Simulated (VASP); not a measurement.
Set up this calculation in VASP 6.6.1, as the native input.

* Task: single point
* Functional: PBE
* Potentials or basis: VASP PAW PBE potentials, release 64 (Mo_sv, S)
* Cutoff: 520 eV
* k mesh: 12 × 12 × 2
* Occupations: gaussian, width 0.05 eV
* Spin: no spin polarisation
* Dipole correction: no
* Further INCAR settings: ALGO = Normal; EDIFF = 1e-07; NBANDS = 35

The structure of MoS2 lies in POSCAR:

```
MoS2
1.0
    3.1855822578      0.0000000000      0.0000000000
   -1.5927911289      2.7587951611      0.0000000000
    0.0000000000      0.0000000000     14.5104515858
Mo S
2 4
Direct
    0.3082201849      0.6415535183      0.2500000000
    0.6666666667      0.3333333333      0.7500000000
    0.3333333333      0.6666666667      0.6423151295
    0.6666666667      0.3333333333      0.1423151295
    0.3333333333      0.6666666667      0.8576848705
    0.6666666667      0.3333333333      0.3576848705
```

This cell differs from its parent crystal: atom 1 (Mo) moved +0.080 Å towards its neighbour atom 1 (Mo) at 3.186 Å.

The input as run:

INCAR

```
  PREC = Accurate
  ENCUT = 520
  EDIFF = 1E-7
  ISMEAR = 0
  SIGMA = 0.05
  LREAL = False
  LASPH = True
  NELM = 80
  ALGO = Normal
  ISIF = 2
  LWAVE = False
  LCHARG = True
  GGA = PE
  LELF = True
  LVHAR = True
  NBANDS = 35
```

KPOINTS

```
Automatic mesh
0
Gamma
  12 12 2
```

Potentials or basis: VASP PAW PBE potentials, release 64 (Mo_sv, S).

Run with:

```console
$ cat potpaw_PBE.64/Mo_sv/POTCAR potpaw_PBE.64/S/POTCAR > POTCAR
$ mpirun -np 1 vasp_std > vasp.out
```

Results of the run:

| Property | Result |
| --- | --- |
| Pressure | 0.0 GPa |
| Largest force | 1.561 eV/Å |
| Band gap on the k mesh | 1.43 eV (least direct gap 1.65 eV) |

Caveat: the cell differs from its parent crystal (atom 1 (Mo) moved +0.080 Å towards its neighbour atom 1 (Mo) at 3.186 Å); this functional lacks dispersion, which binds layers or chains, so the pressure and a relaxed spacing across them are unreliable; forces of over 1 eV/Å act on the atoms, so gaps and moduli don't describe the material at rest.

It took 16 min on 1 thread of Intel Xeon 8259CL, with other jobs on the host, peak memory 0.6 GiB.
